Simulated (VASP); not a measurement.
Runs of VASP 6.6.1 on Rb2AlH4. The structure is that of space group P6/mmm (No. 191), or close to it. The cells are those of the table. 

```csv
task,cell,k mesh,cutoff (eV),gap on the mesh (eV),pressure (GPa),largest force (eV/Å)
single point,"a = 6.976, b = 6.976, c = 6.364 Å, angles 90.0, 90.0, 120.0°, 7 atoms",6 × 6 × 4,520,none,0.0,-
single point,"a = 7.053, b = 7.053, c = 6.308 Å, angles 90.0, 90.0, 120.0°, 7 atoms",6 × 6 × 6,520,none,0.0,0.01
single point,"a = 5.392, b = 5.392, c = 4.882 Å, angles 90.0, 90.0, 120.0°, 7 atoms",6 × 6 × 4,520,none,(a),4.23
relaxation of cell and atoms,"relaxed from a = 6.976, b = 6.976, c = 6.364 Å, angles 90.0, 90.0, 120.0°, 7 atoms",6 × 6 × 6,600,none,0.0,-
```

Alike in all rows: level PBE; potentials or basis VASP PAW PBE potentials, release 64 (Rb_sv, Al, H); no spin polarisation; smearing gaussian 0.1 eV.

Fill in the values left out.

(a) 9.4.

Caveats: forces of over 1 eV/Å act on the atoms, so gaps and moduli don't describe the material at rest (some runs).

A k mesh can miss the band edges, and the runs leave out spin-orbit coupling on Rb.

A gap of «none» marks levels without a gap at the run's occupations.
